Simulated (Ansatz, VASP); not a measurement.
SiO2: VASP beside Ansatz

```
Si O
1.0
    -4.41060    4.41060    4.41060
     4.41060   -4.41060    4.41060
     4.41060    4.41060   -4.41060
Si O
6 12
Direct
  0.50000 0.25000 0.75000
  0.50000 0.75000 0.25000
  0.25000 0.75000 0.50000
  0.75000 0.25000 0.50000
  0.25000 0.50000 0.75000
  0.75000 0.50000 0.25000
  0.35080 0.00000 0.64920
  0.64920 0.64920 0.29840
  0.35080 0.64920 0.00000
  0.35080 0.70160 0.35080
  0.64920 0.29840 0.64920
  0.00000 0.35080 0.64920
  0.70160 0.35080 0.35080
  0.64920 0.35080 0.00000
  0.00000 0.64920 0.35080
  0.29840 0.64920 0.64920
  0.35080 0.35080 0.70160
  0.64920 0.00000 0.35080
```

Alike in both runs: functional LDA; k mesh 4 × 4 × 4; occupations gaussian, width 0.02 eV; no spin polarisation.

Ansatz relaxed the structure, and its values are those at the end. VASP's run is a single point on that final structure, the one shown.

|  | VASP | Ansatz |
| --- | --- | --- |
| version | VASP 6.6.1 | Ansatz 0.2.0 |
| potentials or method | VASP PAW LDA potentials, release 64 (Si, O), cutoff 520 eV | scalar-relativistic, plane waves, PAW |
| valence electrons in the cell | 96 | 96 |

|  | VASP | Ansatz | Ansatz less VASP |
| --- | --- | --- | --- |
| gap on the k mesh at the Fermi level (eV) | 5.51 | 5.52 | +0.006 |
| least direct gap on the mesh (eV) | 5.51 | 5.52 | +0.006 |
| pressure (GPa) | 3.9 | 3.4 | -0.41 |
| rms of the force components (eV/Å) | 0.004 | 0.000 | -0.0042 |

LDA's correlation is that of Perdew and Zunger in VASP and of Perdew and Wang (1992) in Ansatz. Ansatz's warnings: stress scf threshold loose.
